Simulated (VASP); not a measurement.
# AlN (P6_3mc) in VASP: a series of runs

AlN is run at these levels: PBE; tasks: single point.

Everything below comes from runs of VASP 6.6.1. Logs are shortened: lines on timing, memory, paths and dates and some standing lists are left out, and cuts for length are marked.

### Step 1. The cell of the first run

The structure is hexagonal, space group P6_3mc (No. 186). Conventional cell: a = 3.258 Å, b = 3.258 Å, c = 4.118 Å, α = 90.00°, β = 90.00°, γ = 120.00°. Within 2.1 Å of Al (site symmetry 3m) lie 4 N at 1.60 to 1.94 Å. Within 2.1 Å of N (site symmetry 3m) lie 4 Al at 1.60 to 1.94 Å.

### Step 2. Single point, PBE

Contents of INCAR:

```
SYSTEM = AlN
  PREC = Accurate
  ENCUT = 520
  EDIFF = 1E-6
  ISMEAR = 0
  SIGMA = 0.05
  LREAL = .False.
  LASPH = .True.
  NELM = 60
  ALGO = Normal
  ISIF = 2
  LWAVE = .False.
  LCHARG = .False.
  GGA = PE
  NBANDS = 16
```

Contents of KPOINTS:

```
Automatic mesh
0
Gamma
  9 9 6
  0 0 0
```

Contents of POSCAR:

```
AlN
1.0
    3.2581442357      0.0000000000      0.0000000000
   -1.6290721178      2.8216356773      0.0000000000
    0.0000000000      0.0000000000      4.1176574847
Al N
2 2
Direct
    0.3333333333      0.6666666667      0.7881825525
    0.6666666667      0.3333333333      0.2881825525
    0.3333333333      0.6666666667      0.1764493462
    0.6666666667      0.3333333333      0.6764493462
```

Potentials or basis: VASP PAW PBE potentials, release 64 (Al, N).

Command:

```bash
cat potpaw_PBE.64/Al/POTCAR potpaw_PBE.64/N/POTCAR > POTCAR
mpirun -np 1 vasp_std > vasp.out
```

OUTCAR:

```text
SYSTEM = AlN
   PREC = Accurate
   ENCUT = 520
   EDIFF = 1E-6
   ISMEAR = 0
   LREAL = .False.
   LASPH = .True.
   NELM = 60
   ISIF = 2
   GGA = PE

 ion  position               nearest neighbor table
   1  0.333  0.667  0.788-   3 1.60   4 1.94   4 1.94   4 1.94   3 2.52   2 2.79   2 2.79   2 2.79
                             2 2.79   2 2.79   2 2.79
   2  0.667  0.333  0.288-   4 1.60   3 1.94   3 1.94   3 1.94   4 2.52   1 2.79   1 2.79   1 2.79
                             1 2.79   1 2.79   1 2.79
   3  0.333  0.667  0.176-   1 1.60   2 1.94   2 1.94   2 1.94   1 2.52
   4  0.667  0.333  0.676-   2 1.60   1 1.94   1 1.94   1 1.94   2 2.52

  LATTYP: Found a hexagonal cell.
 ALAT       =     3.2581442357
 C/A-ratio  =     1.2638045423

  Lattice vectors:

 A1 = (   3.2581442357,   0.0000000000,   0.0000000000)
 A2 = (  -1.6290721178,   2.8216356773,   0.0000000000)
 A3 = (   0.0000000000,   0.0000000000,   4.1176574847)

Analysis of symmetry for initial positions (statically):
=====================================================================
 Subroutine PRICEL returns:
 Original cell was already a primitive cell.

 Routine SETGRP: Setting up the symmetry group for a
 hexagonal supercell.

 Subroutine GETGRP returns: Found 12 space group operations
 (whereof  6 operations were pure point group operations)
 out of a pool of 24 trial point group operations.

The static configuration has the point symmetry C_3v.
 The point group associated with its full space group is C_6v.

Analysis of symmetry for dynamics (positions and initial velocities):
=====================================================================
 Subroutine PRICEL returns:
 Original cell was already a primitive cell.

 Routine SETGRP: Setting up the symmetry group for a
 hexagonal supercell.

 Subroutine GETGRP returns: Found 12 space group operations
 (whereof  6 operations were pure point group operations)
 out of a pool of 24 trial point group operations.

The dynamic configuration has the point symmetry C_3v.
 The point group associated with its full space group is C_6v.

 Subroutine INISYM returns: Found 12 space group operations
 (whereof  6 operations are pure point group operations),
 and found     1 'primitive' translations

----------------------------------------------------------------------------------------

                                     Primitive cell

  volume of cell :      37.8548

  direct lattice vectors                    reciprocal lattice vectors
     3.258144236  0.000000000  0.000000000     0.306923183  0.177202182  0.000000000
    -1.629072118  2.821635677  0.000000000     0.000000000  0.354404365  0.000000000
     0.000000000  0.000000000  4.117657485     0.000000000  0.000000000  0.242856528

  length of vectors
     3.258144236  3.258144236  4.117657485     0.354404365  0.354404365  0.242856528

  position of ions in fractional coordinates (direct lattice)
     0.333333333  0.666666667  0.788182552
     0.666666667  0.333333333  0.288182552
     0.333333333  0.666666667  0.176449346
     0.666666667  0.333333333  0.676449346

  ion indices of the primitive-cell ions
   primitive index   ion index
                 1           1
                 2           2
                 3           3
                 4           4

----------------------------------------------------------------------------------------

 KPOINTS: Automatic mesh

Automatic generation of k-mesh.
 Grid dimensions read from file:
 generate k-points for:    9    9    6

 Generating k-lattice:

  Cartesian coordinates                     Fractional coordinates (reciprocal lattice)
     0.034102576  0.019689131  0.000000000     0.111111111 -0.000000000  0.000000000
     0.000000000  0.039378263  0.000000000     0.000000000  0.111111111  0.000000000
     0.000000000  0.000000000  0.040476088     0.000000000  0.000000000  0.166666667

  Length of vectors
     0.039378263  0.039378263  0.040476088

  Shift w.r.t. Gamma in fractional coordinates (k-lattice)
     0.000000000  0.000000000  0.000000000

 Subroutine IBZKPT returns following result:
 ===========================================

 Found     48 irreducible k-points:

 Following reciprocal coordinates:
            Coordinates               Weight
  0.000000  0.000000  0.000000      1.000000
  0.111111 -0.000000  0.000000      6.000000
  0.222222  0.000000  0.000000      6.000000
  0.333333  0.000000  0.000000      6.000000
  0.444444  0.000000  0.000000      6.000000
  0.111111  0.111111  0.000000      6.000000
[... 16 lines left out ...]
  0.333333  0.222222  0.166667     24.000000
  0.333333  0.333333  0.166667      4.000000
 [... further k-points ...]
   k-points           NKPTS =     48   k-points in BZ     NKDIM =     48   number of bands    NBANDS=     16
   number of dos      NEDOS =    301   number of ions     NIONS =      4
   total plane-waves  NPLWV =  18432
   dimension x,y,z NGX =    24 NGY =   24 NGZ =   32
   dimension x,y,z NGXF=    48 NGYF=   48 NGZF=   64
   ions per type =               2   2
   NGX,Y,Z   is equivalent  to a cutoff of  12.25, 12.25, 12.92 a.u.
   NGXF,Y,Z  is equivalent  to a cutoff of  24.49, 24.49, 25.84 a.u.
 SYSTEM =  AlN
   PREC   = accura    normal or accurate (medium, high low for compatibility)
   ISTART =      0    job   : 0-new  1-cont  2-samecut
   ICHARG =      2    charge: 1-file 2-atom 10-const
   ISPIN  =      1    spin polarized calculation?
   LNONCOLLINEAR =      F non collinear calculations
   LSORBIT =      F    spin-orbit coupling
   LASPH  =      T    aspherical Exc in radial PAW
   ENCUT  =  520.0 eV  38.22 Ry    6.18 a.u.   6.06  6.06  7.66*2*pi/ulx,y,z
   NELM   =     60;   NELMIN=  2; NELMDL= -5     # of ELM steps
   EDIFF  = 0.1E-05   stopping-criterion for ELM
   LREAL  =      F    real-space projection
   EDIFFG = 0.1E-04   stopping-criterion for IOM
   NSW    =      0    number of steps for IOM
   IBRION =     -1    ionic relax: 0-MD 1-quasi-New 2-CG
   NFREE  =      0    steps in history (QN), initial steepest desc. (CG)
   ISIF   =      2    stress and relaxation
   ISYM   =      2    0-nonsym 1-usesym 2-fastsym
   POTIM  = 0.5000    time-step for ionic-motion
   TEBEG  =    0.0;   TEEND  =   0.0 temperature during run
   PSTRESS=    0.0 pullay stress
   NELECT =      16.0000    total number of electrons
   NUPDOWN=      -1.0000    fix difference up-down
   EMIN   =  10.00;   EMAX   =-10.00  energy-range for DOS
   EFERMI =   0.00;   METHOD = LEGACY
   ISMEAR =     0;   SIGMA  =   0.05  broadening in eV -4-tet -1-fermi 0-gaus
   EFERMI_NEDOS =   21; number of points for ismear=-14 and -15
   IALGO  =     38    algorithm
   IMIX   =      4    mixing-type and parameters
     AMIX     =   0.40;   BMIX     =  1.00
     AMIX_MAG =   1.60;   BMIX_MAG =  1.00
  volume/ion in A,a.u.               =       9.46        63.86
  Fermi-wavevector in a.u.,A,eV,Ry     =   1.228592  2.321702 20.537154  1.509438
  Thomas-Fermi vector in A             =   2.363512
   LORBIT       =      0    0 simple, 1 ext, 2 COOP (PROOUT), +10 PAW based schemes
   GGA     = PE    functional components
   LHFCALC =     F    Hartree Fock is set to
   AEXX    =    0.0000 exact exchange contribution
   IVDW    =     0    specifies the selected vdW correction
   LEPSILON=     F    determine dielectric tensor
   LRPA    =     F    only Hartree local field effects (RPA)
 non-spin polarized calculation
 Gauss-broadening in eV      SIGMA  =   0.05
  energy-cutoff  :      520.00
  volume of cell :       37.85
 maximum number of plane-waves:      1038
   NGX = 13   NGY = 13   NGZ = 15

 number of electron      16.0000001 magnetization

 Free energy of the ion-electron system (eV)
  ---------------------------------------------------
  ext. energy  EPLUGINS =         0.00000000
  ---------------------------------------------------
  free energy    TOTEN  =       -27.30325097 eV

  energy without entropy =      -27.30325097  energy(sigma->0) =      -27.30325097

 E-fermi :   7.8293     XC(G=0): -11.3094

 val. band max:        7.5399951182   @ k =   0.0000   0.0000   0.0000
 cond. band min:      11.9178607957   @ k =   0.0000   0.0000   0.0000
 fundamental gap:      4.3778656775
 Fermi energy:         7.8293459606

 k-point     1 :       0.0000    0.0000    0.0000
  band No.  band energies     occupation
      1      -8.7610      2.00000
      2      -5.1768      2.00000
      3       1.6123      2.00000
      4       5.1437      2.00000
      5       5.1437      2.00000
      6       6.7208      2.00000
[... 8 lines left out ...]
     15      20.4750      0.00000
     16      20.9838      0.00000

 k-point     2 :       0.1111   -0.0000    0.0000
  band No.  band energies     occupation
      1      -8.6170      2.00000
      2      -5.1674      2.00000
      3       1.7622      2.00000
      4       4.6014      2.00000
      5       4.9278      2.00000
      6       6.1125      2.00000
[... 8 lines left out ...]
     15      20.2880      0.00000
     16      20.6171      0.00000

 k-point     3 :       0.2222    0.0000    0.0000
  band No.  band energies     occupation
      1      -8.2044      2.00000
      2      -5.1832      2.00000
      3       2.1767      2.00000
      4       3.4521      2.00000
      5       4.4930      2.00000
      6       5.1374      2.00000
[... 8 lines left out ...]
     15      19.4384      0.00000
     16      20.8648      0.00000

 k-point     4 :       0.3333    0.0000    0.0000
  band No.  band energies     occupation
      1      -7.5940      2.00000
      2      -5.3350      2.00000
      3       2.2062      2.00000
      4       3.0075      2.00000
      5       4.1018      2.00000
      6       4.3054      2.00000
[... 8 lines left out ...]
     15      20.3236      0.00000
     16      21.3450      0.00000

 k-point     5 :       0.4444    0.0000    0.0000
  band No.  band energies     occupation
      1      -6.9854      2.00000
      2      -5.6484      2.00000
      3       1.6702      2.00000
      4       3.6253      2.00000
      5       3.8297      2.00000
      6       3.8817      2.00000
[... 8 lines left out ...]
     15      21.7951      0.00000
     16      22.1244      0.00000

 k-point     6 :       0.1111    0.1111    0.0000
  band No.  band energies     occupation
      1      -8.3383      2.00000
      2      -5.1700      2.00000
      3       2.0482      2.00000
      4       4.0110      2.00000
      5       4.1949      2.00000
      6       5.6456      2.00000
[... 8 lines left out ...]
     15      19.7072      0.00000
     16      20.7998      0.00000
[... 267 lines left out ...]
 k-point    21 :       0.4444    0.1111    0.1667
  band No.  band energies     occupation
      1      -6.6785      2.00000
      2      -5.7801      2.00000
      3       1.3323      2.00000
      4       2.8942      2.00000
      5       3.3986      2.00000
      6       4.8062      2.00000
[... 8 lines left out ...]
     15      20.9988      0.00000
     16      22.4943      0.00000

 k-point    22 :       0.2222    0.2222    0.1667
  band No.  band energies     occupation
      1      -7.1320      2.00000
      2      -5.5450      2.00000
      3       2.0556      2.00000
      4       2.3116      2.00000
      5       3.9635      2.00000
      6       4.6151      2.00000
[... 8 lines left out ...]
     15      20.8669      0.00000
     16      22.1679      0.00000

 k-point    23 :       0.3333    0.2222    0.1667
  band No.  band energies     occupation
      1      -6.5797      2.00000
      2      -5.7972      2.00000
      3       1.6562      2.00000
      4       2.4757      2.00000
      5       3.1733      2.00000
      6       5.1291      2.00000
[... 8 lines left out ...]
     15      20.7806      0.00000
     16      22.3996      0.00000

 k-point    24 :       0.3333    0.3333    0.1667
  band No.  band energies     occupation
      1      -6.1322      2.00000
      2      -6.1322      2.00000
      3       1.6838      2.00000
      4       2.6439      2.00000
      5       2.6439      2.00000
      6       5.2226      2.00000
[... 8 lines left out ...]
     15      20.6353      0.00000
     16      22.1556      0.00000

 [... further k-points ...]
[... 5 lines left out ...]
  --------------------------------------------------------------------------------------
  -------------------------------------------------------------------------------------
  Total       -0.3188161     -0.3188161     29.6870830     -0.0000000      0.0000000      0.0000000
  in kB      -13.4936489    -13.4936489   1256.4830845     -0.0000000      0.0000000      0.0000000
  external PRESSURE =     409.8319289 kB  Pullay stress =       0.0000000 kB

 VOLUME and BASIS-vectors are now :
 -----------------------------------------------------------------------------
  energy-cutoff  :      520.00
  volume of cell :       37.85
      direct lattice vectors                 reciprocal lattice vectors
     3.258144236  0.000000000  0.000000000     0.306923183  0.177202182  0.000000000
    -1.629072118  2.821635677  0.000000000     0.000000000  0.354404365  0.000000000
     0.000000000  0.000000000  4.117657485     0.000000000  0.000000000  0.242856528

 POSITION                                       TOTAL-FORCE (eV/Angst)
 -----------------------------------------------------------------------------------
     -0.00000      1.88109      3.24547        -0.000000      0.000000     -7.617311
      1.62907      0.94055      1.18664         0.000000     -0.000000     -7.617311
     -0.00000      1.88109      0.72656        -0.000000     -0.000000      7.617311
      1.62907      0.94055      2.78539        -0.000000     -0.000000      7.617311
 -----------------------------------------------------------------------------------
    total drift:                               -0.000000      0.000000      0.000199

  FREE ENERGIE OF THE ION-ELECTRON SYSTEM (eV)
  ---------------------------------------------------
  free  energy   TOTEN  =       -27.3032509706 eV

  energy  without entropy=      -27.3032509706  energy(sigma->0) =      -27.30325097
```

Run time: 8 s. Hardware: 1 thread of Intel Xeon 6975P-C (Granite Rapids), shared host; peak memory 0.15 GiB.

Results:

```yaml
Free_energy: -27.3033 eV
Pressure: 41.0 GPa
Largest_force: 7.617 eV/Å
Band_gap_on_the_k_mesh: 4.38 eV, direct
```

Forces on the atoms (eV/Å):
```
Al   0.000  0.000 -7.617
Al   0.000  0.000 -7.617
N    0.000  0.000  7.617
N    0.000  0.000  7.617
```

Caveat: forces of over 1 eV/Å act on the atoms, so gaps and moduli don't describe the material at rest.

### Step 3. Single point, PBE

Contents of INCAR:

```
PREC     = Accurate       # precision mode
ENCUT    = 520            # plane-wave cutoff, eV
EDIFF    = 1E-7           # SCF threshold, eV
ISMEAR   = 0              # smearing method
SIGMA    = 0.05           # smearing width, eV
LREAL    = False          # projectors in reciprocal space
LASPH    = True           # aspherical terms in the spheres
NELM     = 100            # most SCF steps
ALGO     = Normal         # electronic algorithm
ISIF     = 2              # what is computed and relaxed
LWAVE    = False          # write WAVECAR
LCHARG   = True           # write CHGCAR
GGA      = PE             # functional
LELF     = True           # ELF
LVHAR    = True         
NBANDS   = 16             # bands
```

Contents of KPOINTS:

```
Automatic mesh
0
Gamma
  9 9 6
```

Contents of POSCAR:

```
AlN
1.0
    3.2581442357      0.0000000000      0.0000000000
   -1.6290721178      2.8216356773      0.0000000000
    0.0000000000      0.0000000000      4.1176574847
Al N
2 2
Direct
    0.3333333333      0.6666666667      0.7805460420
    0.6666666667      0.3333333333      0.2805460420
    0.3333333333      0.6666666667      0.1911594770
    0.6666666667      0.3333333333      0.6911594770
```

Potentials or basis: VASP PAW PBE potentials, release 64 (Al, N).

Command:

```bash
cat potpaw_PBE.64/Al/POTCAR potpaw_PBE.64/N/POTCAR > POTCAR
mpirun -np 1 vasp_std > vasp.out
```

OUTCAR:

```text
PREC = Accurate
   ENCUT = 520
   EDIFF = 1E-7
   ISMEAR = 0
   LREAL = False
   LASPH = True
   NELM = 100
   ISIF = 2
   GGA = PE

 ion  position               nearest neighbor table
   1  0.333  0.667  0.781-   3 1.69   4 1.92   4 1.92   4 1.92   3 2.43   2 2.79   2 2.79   2 2.79
                             2 2.79   2 2.79   2 2.79
   2  0.667  0.333  0.281-   4 1.69   3 1.92   3 1.92   3 1.92   4 2.43   1 2.79   1 2.79   1 2.79
                             1 2.79   1 2.79   1 2.79
   3  0.333  0.667  0.191-   1 1.69   2 1.92   2 1.92   2 1.92   1 2.43
   4  0.667  0.333  0.691-   2 1.69   1 1.92   1 1.92   1 1.92   2 2.43

  LATTYP: Found a hexagonal cell.
 ALAT       =     3.2581442357
 C/A-ratio  =     1.2638045423

  Lattice vectors:

 A1 = (   3.2581442357,   0.0000000000,   0.0000000000)
 A2 = (  -1.6290721178,   2.8216356773,   0.0000000000)
 A3 = (   0.0000000000,   0.0000000000,   4.1176574847)

Analysis of symmetry for initial positions (statically):
=====================================================================
 Subroutine PRICEL returns:
 Original cell was already a primitive cell.

[... 171 lines left out ...]
  free energy    TOTEN  =       -28.35089900 eV

  energy without entropy =      -28.35089900  energy(sigma->0) =      -28.35089900

 E-fermi :   8.1291     XC(G=0): -11.3356

 val. band max:        7.8313129879   @ k =   0.0000   0.0000   0.0000
 cond. band min:      11.9976079949   @ k =   0.0000   0.0000   0.0000
 fundamental gap:      4.1662950070
 Fermi energy:         8.1291213236

 k-point     1 :       0.0000    0.0000    0.0000
  band No.  band energies     occupation
      1      -8.7287      2.00000
      2      -5.0490      2.00000
      3       1.5085      2.00000
      4       5.1434      2.00000
      5       5.1434      2.00000
      6       6.7729      2.00000
[... 433 lines left out ...]
      3       1.6964      2.00000
      4       2.6943      2.00000
      5       2.6943      2.00000
      6       5.2842      2.00000
[... 8 lines left out ...]
     15      20.4208      0.00000
     16      22.2053      0.00000

 [... further k-points ...]
[... 5 lines left out ...]
  --------------------------------------------------------------------------------------
  -------------------------------------------------------------------------------------
  Total        0.6708537      0.6708537     18.6263916      0.0000000      0.0000000      0.0000000
  in kB       28.3933699     28.3933699    788.3477810      0.0000000      0.0000000      0.0000000
  external PRESSURE =     281.7115069 kB  Pullay stress =       0.0000000 kB

 VOLUME and BASIS-vectors are now :
 -----------------------------------------------------------------------------
  energy-cutoff  :      520.00
  volume of cell :       37.85
      direct lattice vectors                 reciprocal lattice vectors
     3.258144236  0.000000000  0.000000000     0.306923183  0.177202182  0.000000000
    -1.629072118  2.821635677  0.000000000     0.000000000  0.354404365  0.000000000
     0.000000000  0.000000000  4.117657485     0.000000000  0.000000000  0.242856528

 POSITION                                       TOTAL-FORCE (eV/Angst)
 -----------------------------------------------------------------------------------
     -0.00000      1.88109      3.21402         0.000000      0.000000     -4.062080
      1.62907      0.94055      1.15519        -0.000000     -0.000000     -4.062080
     -0.00000      1.88109      0.78713         0.000000      0.000000      4.062080
      1.62907      0.94055      2.84596        -0.000000      0.000000      4.062080
 -----------------------------------------------------------------------------------
    total drift:                               -0.000000     -0.000000      0.000028

  FREE ENERGIE OF THE ION-ELECTRON SYSTEM (eV)
  ---------------------------------------------------
  free  energy   TOTEN  =       -28.3508989975 eV

  energy  without entropy=      -28.3508989975  energy(sigma->0) =      -28.35089900
```

Run time: 8.8 s. Hardware: 1 thread of Intel Xeon 6975P-C (Granite Rapids), shared host; peak memory 0.15 GiB.

Results:

```yaml
Free_energy: -28.3509 eV
Pressure: 28.2 GPa
Largest_force: 4.062 eV/Å
Band_gap_on_the_k_mesh: 4.17 eV, direct
```

Forces in eV/Å, atoms in the order of the input:
```
Al   0.000  0.000 -4.062
Al   0.000  0.000 -4.062
N    0.000  0.000  4.062
N    0.000  0.000  4.062
```

Stress tensor (GPa, compression positive):
```
 2.84  0.00  0.00
 0.00  2.84  0.00
 0.00  0.00 78.83
```

Caveat: forces of over 1 eV/Å act on the atoms, so gaps and moduli don't describe the material at rest.
